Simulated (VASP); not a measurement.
Input of a VASP 6.6.1 run:

File INCAR:

```
ALGO = Normal ; EDIFF = 1E-7
EDIFFG = -0.01 ; ENCUT = 500
GGA = PE ; GGA_COMPAT = False
IBRION = 2 ; ISIF = 3
ISMEAR = 0 ; LASPH = True
LCHARG = False ; LREAL = False
LWAVE = False ; NELM = 120
NELMIN = 4 ; NSW = 100
PREC = Accurate ; SIGMA = 0.1
```

KPOINTS

```
k-points
0
Gamma
  12 12 8
```

Contents of POSCAR:

```
In3Se
1.0
    5.6318379032      0.0000000000      0.0000000000
   -2.8159189516      4.8773146942      0.0000000000
    0.0000000000      0.0000000000      5.5420649158
In Se
3 1
Direct
    0.0000000000      0.0000000000      0.5000000000
    0.3333333333      0.6666666667      0.0000000000
    0.6666666667      0.3333333333      0.0000000000
    0.0000000000      0.0000000000      0.0000000000
```

Potentials or basis: VASP PAW PBE potentials, release 64 (In_d, Se).

Launch:

```sh
$ cat potpaw_PBE.64/In_d/POTCAR potpaw_PBE.64/Se/POTCAR > POTCAR
$ mpirun -np 1 vasp_std > vasp.out
```

Q: Estimate the relaxed volume.

A: 39.98 Å³/atom.

Q: What does it give for the relaxed cell?

A: a = 5.643 Å, b = 5.643 Å, c = 5.798 Å, α = 90.00°, β = 90.00°, γ = 120.00°.

Q: What does it give for the band gap on the k mesh?

A: Zero (an odd number of electrons rules out a gap without spin polarisation).

Final structure:
```
In Se
1.0
     5.64320    0.00000    0.00000
    -2.82160    4.88715    0.00000
     0.00000    0.00000    5.79787
In Se
3 1
Direct
  0.00000 0.00000 0.50000
  0.33333 0.66667 0.00000
  0.66667 0.33333 0.00000
  0.00000 0.00000 0.00000
```

Caveat: spin-orbit coupling is left out, which moves the levels of the heavy elements.
